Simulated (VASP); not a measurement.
CsSi4Sb2: single point with PBE

The system is CsSi4Sb2.

```
Cs Si Sb
1.0
     3.63566    3.63566   -3.83036
    -3.63566    3.63566    3.83036
     3.63566   -3.63566    3.83036
Cs Si Sb
1 4 2
Direct
  0.00000 0.00000 0.00000
  0.22987 0.72987 0.50000
  0.22987 0.50000 0.72987
  0.77013 0.50000 0.27013
  0.77013 0.27013 0.50000
  0.50000 0.25000 0.75000
  0.50000 0.75000 0.25000
```

| Property | Result |
| --- | --- |
| Program | VASP 6.6.1 |
| Task | single point |
| Functional | PBE |
| Potentials or basis | VASP PAW PBE potentials, release 64 (Cs_sv, Si, Sb) |
| Cutoff | 520 eV |
| k mesh | 4 × 4 × 4 |
| Occupations | gaussian, width 0.2 eV |
| Spin | no spin polarisation |

| Property | Result |
| --- | --- |
| Pressure | -0.2 GPa |
| Largest force | 0.069 eV/Å |
| Band gap on the k mesh | zero (an odd number of electrons rules out a gap without spin polarisation) |

Forces in eV/Å, atoms in the order of the input:
```
Cs   0.000  0.000  0.000
Si   0.000  0.069  0.000
Si   0.069  0.000  0.000
Si  -0.069  0.000  0.000
Si   0.000 -0.069  0.000
Sb   0.000  0.000  0.000
Sb   0.000  0.000  0.000
```

Stress tensor (GPa, compression positive):
```
-0.16  0.00  0.00
 0.00 -0.16  0.00
 0.00  0.00 -0.29
```

Levels at points of the mesh, in eV from the Fermi level:
| k point | band 13 | band 14 | band 15 | band 16 | band 17 | band 18 | band 19 | band 20 | band 21 | band 22 |
| --- | --- | --- | --- | --- | --- | --- | --- | --- | --- | --- |
| (0.00, 0.00, 0.00) | -3.62 | -3.23 | -2.89 | -2.89 | -0.71 | 0.46 | 0.72 | 1.19 | 1.19 | 1.80 |
| (0.50, 0.00, 0.00) | -4.02 | -3.17 | -2.46 | -2.06 | -0.48 | 0.33 | 0.45 | 0.53 | 0.65 | 1.56 |
| (0.00, 0.50, 0.00) | -3.99 | -3.09 | -2.56 | -2.10 | -1.00 | 0.20 | 0.69 | 1.13 | 1.18 | 1.73 |
| (0.50, 0.50, 0.50) | -2.97 | -1.62 | -1.62 | -1.62 | -1.45 | -1.45 | -0.42 | -0.42 | 1.93 | 2.36 |

Wall time 4.1 min on 1 thread of Oxide Virtual Turin-like Processor (shared host), peak memory 0.32 GiB.

Caveat: spin-orbit coupling is left out, which moves the levels of the heavy elements.
